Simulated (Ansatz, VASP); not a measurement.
**Mg2Ti2O3 in VASP and in Ansatz**

The input INCAR:

```
PREC = Accurate
ENCUT = 520
EDIFF = 1E-6
ISMEAR = 0
SIGMA = 0.2
LREAL = F
LASPH = T
NELM = 100
ALGO = Normal
ISIF = 2
LWAVE = F
LCHARG = F
GGA = PE
NBANDS = 32
```

The input KPOINTS:

```
regular mesh
0
Gamma
  12 12 2
```

POSCAR

```
Mg2Ti2O3
1.0
    2.9528247090      0.0000000000      0.0000000000
   -1.4764123545      2.5572212110      0.0000000000
    0.0000000000      0.0000000000     10.1535915401
Mg Ti O
2 2 3
Direct
    0.3333333333      0.6666666667      0.1287967988
    0.6666666667      0.3333333333      0.8712032012
    0.6666666667      0.3333333333      0.3922585098
    0.3333333333      0.6666666667      0.6077414902
    0.0000000000      0.0000000000      0.2560600008
    1.0000000000      0.0000000000      0.7439399992
    0.0000000000      0.0000000000      0.0000000000
```

Input for Ansatz:

```yaml
crystal:
  lattice:
    - [2.952824709, 0.0, 0.0]
    - [-1.4764123545, 2.557221211, 0.0]
    - [0.0, 0.0, 10.1535915401]
  atoms:
    - { symbol: Mg, position: [0.3333333333, 0.6666666667, 0.1287967988] }
    - { symbol: Mg, position: [0.6666666667, 0.3333333333, 0.8712032012] }
    - { symbol: Ti, position: [0.6666666667, 0.3333333333, 0.3922585098] }
    - { symbol: Ti, position: [0.3333333333, 0.6666666667, 0.6077414902] }
    - { symbol: O, position: [0.0, 0.0, 0.2560600008] }
    - { symbol: O, position: [1.0, 0.0, 0.7439399992] }
    - { symbol: O, position: [0.0, 0.0, 0.0] }
basis:
  ecutwfc: 420
kpoints:
  mp_grid: { grid: [12, 12, 2] }
hamiltonian:
  xc: pbe
scf:
  occupations: { method: gaussian, width: 0.2 }
  lower_state_search: "off"
output:
  forces: true
  stress: true
  eigenvalues: true
```

Alike in both runs: task single point; functional PBE; k mesh 12 × 12 × 2; occupations gaussian, width 0.2 eV; no spin polarisation.

|  | VASP | Ansatz |
| --- | --- | --- |
| version | VASP 6.6.1 | Ansatz 0.2.0 |
| potentials or method | VASP PAW PBE potentials, release 64 (Mg, Ti_sv, O), cutoff 520 eV | scalar-relativistic, plane waves, PAW |
| valence electrons in the cell | 46 | 62 |

Ansatz gave:

| Item | Value |
| --- | --- |
| gap on the k mesh at the Fermi level (eV) | none |
| pressure (GPa) | 0.0 |
| traceless stress, the component that is largest in VASP (GPa) | 0.11 |
| rms of the force components (eV/Å) | 0.012 |

Problem. What did VASP give for the same quantities?

Solution. gap on the k mesh at the Fermi level (eV): none; pressure (GPa): -0.3; traceless stress, the component that is largest in VASP (GPa): 0.08; rms of the force components (eV/Å): 0.014.

Atom by atom the forces differ by 0.017 eV/Å (rms over components). A gap of «none» marks a metal or a gap that the smearing closes. With one functional, cell and mesh, what is left measures potentials, basis and numerics. VASP's potentials hold 46 valence electrons a cell and Ansatz's 62, so a difference there can come from the potentials and not from the codes.
